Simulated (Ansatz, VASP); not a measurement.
**Two plane-wave programs on Si2Au**

```
Si Au
1.0
    -2.19506    2.19506    7.57988
     2.19506   -2.19506    7.57988
     2.19506    2.19506   -7.57988
Si Au
4 2
Direct
  0.17024 0.17024 0.00000
  0.92024 0.42024 0.50000
  0.57976 0.07976 0.50000
  0.82976 0.82976 0.00000
  0.00000 0.00000 0.00000
  0.75000 0.25000 0.50000
```

Alike in both runs: functional PBE; k mesh 6 × 6 × 6; occupations gaussian, width 0.1 eV; no spin polarisation.

Ansatz relaxed the structure, and its values are those at the end. VASP's run is a single point on that final structure, the one shown.

```csv
,VASP,Ansatz
version,VASP 6.6.1,Ansatz 0.2.0
potentials or method,"VASP PAW PBE potentials, release 64 (Si, Au), cutoff 520 eV","scalar-relativistic, plane waves, PAW"
valence electrons in the cell,38,54
```

Ansatz gave:

```
gap on the k mesh at the Fermi level (eV) : none
pressure (GPa)                            : 0.1
rms of the force components (eV/Å)        : 0.005
```

Question: Estimate VASP's values.

Answer: gap on the k mesh at the Fermi level (eV): none; pressure (GPa): 0.0; rms of the force components (eV/Å): 0.004.

A gap of «none» marks a metal or a gap that the smearing closes. VASP's potentials hold 38 valence electrons a cell and Ansatz's 54, so a difference there can come from the potentials and not from the codes.

Spin-orbit coupling is off throughout.
